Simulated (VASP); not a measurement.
Set up this calculation in VASP 6.6.1, as the native input.

* Task: relaxation of shape and atoms at fixed volume
* Functional: PBE
* Potentials or basis: VASP PAW PBE potentials, release 64 (Zr_sv, C)
* Cutoff: 600 eV
* k mesh: 12 × 12 × 12
* Occupations: gaussian, width 0.05 eV
* Spin: no spin polarisation
* Dipole correction: no
* Further INCAR settings: ALGO = Normal; EDIFF = 1e-06; IBRION = 2; EDIFFG = -0.01; NSW = 60; ISIF = 4

The structure of ZrC lies in POSCAR:

```
ZrC
1.0
    3.3855314773      0.0000000000      0.0000000000
   -1.6927657387      2.9319562646      0.0000000000
    0.0000000000      0.0000000000      3.0159104815
Zr C
1 1
Direct
    0.0000000000      0.0000000000      0.0000000000
    0.6666666667      0.3333333333      0.5000000000
```

This cell differs from its parent crystal: volume scaled by 1.100.

The input as run:

INCAR

```
PREC = Accurate
ENCUT = 600
EDIFF = 1E-6
ISMEAR = 0
SIGMA = 0.05
LREAL = False
LASPH = True
NELM = 100
ALGO = Normal
ISIF = 4
LWAVE = False
LCHARG = False
GGA = PE
IBRION = 2
NSW = 60
EDIFFG = -0.01
```

KPOINTS

```
regular mesh
0
Gamma
  12 12 12
```

Potentials or basis: VASP PAW PBE potentials, release 64 (Zr_sv, C).

The run is started by

```bash
$ cat potpaw_PBE.64/Zr_sv/POTCAR potpaw_PBE.64/C/POTCAR > POTCAR
$ mpirun -np 1 vasp_std > vasp.out
```

It gave:

```yaml
Energy_gained_by_relaxing: 0.1 meV/atom
Ionic_steps: 3
Pressure_after_relaxing: -14.5 GPa
Band_gap_on_the_k_mesh: zero (band 8 reaches 8.03 eV, above the bottom of band 9 at 7.97 eV)
```

It took 76 s on 1 thread of Intel(R) Xeon(R) 6975P-C (Granite Rapids) (shared host), peak memory 0.2 GiB.
